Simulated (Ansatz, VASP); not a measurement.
**Two plane-wave programs on TaN**

```xyz
4
Lattice="0.0000 -2.1874 -2.1874 0.0000 2.1874 -2.1874 4.3749 0.0000 0.0000" Properties=species:S:1:pos:R:3 pbc="T T T"
Ta    0.0000   -0.1038   -2.1874
Ta    2.1874    0.1038    0.0000
N     2.1874    0.1140   -2.1874
N     0.0000   -0.1140    0.0000
```

Change from the starting cell: mode 1 frozen in at +0.000 Å and mode 2 at -0.114 Å (largest displacements).

Alike in both runs: task single point; functional PBEsol; k mesh 14 × 14 × 10; occupations gaussian, width 0.15 eV; no spin polarisation.

```csv
,VASP,Ansatz
version,VASP 6.6.1,Ansatz 0.2.0
potentials or method,"VASP PAW PBE potentials, release 64 (Ta_pv, N), cutoff 520 eV","scalar-relativistic, plane waves, PAW"
valence electrons in the cell,32,36
```

Ansatz gave:

- gap on the k mesh at the Fermi level (eV): none
- pressure (GPa): 0.0
- traceless stress, the component that is largest in VASP (GPa): 7.05
- rms of the force components (eV/Å): 0.093

**Question.** Which values does VASP return?

**Answer.** gap on the k mesh at the Fermi level (eV): none; pressure (GPa): 1.2; traceless stress, the component that is largest in VASP (GPa): 7.15; rms of the force components (eV/Å): 0.100.

VASP's potentials were made for PBE, not for PBEsol, and Ansatz warns of the same on its side. Atom by atom the forces differ by 0.008 eV/Å (rms over components). A gap of «none» marks a metal or a gap that the smearing closes. VASP's potentials hold 32 valence electrons a cell and Ansatz's 36, so a difference there can come from the potentials and not from the codes.

Spin-orbit coupling is off throughout.
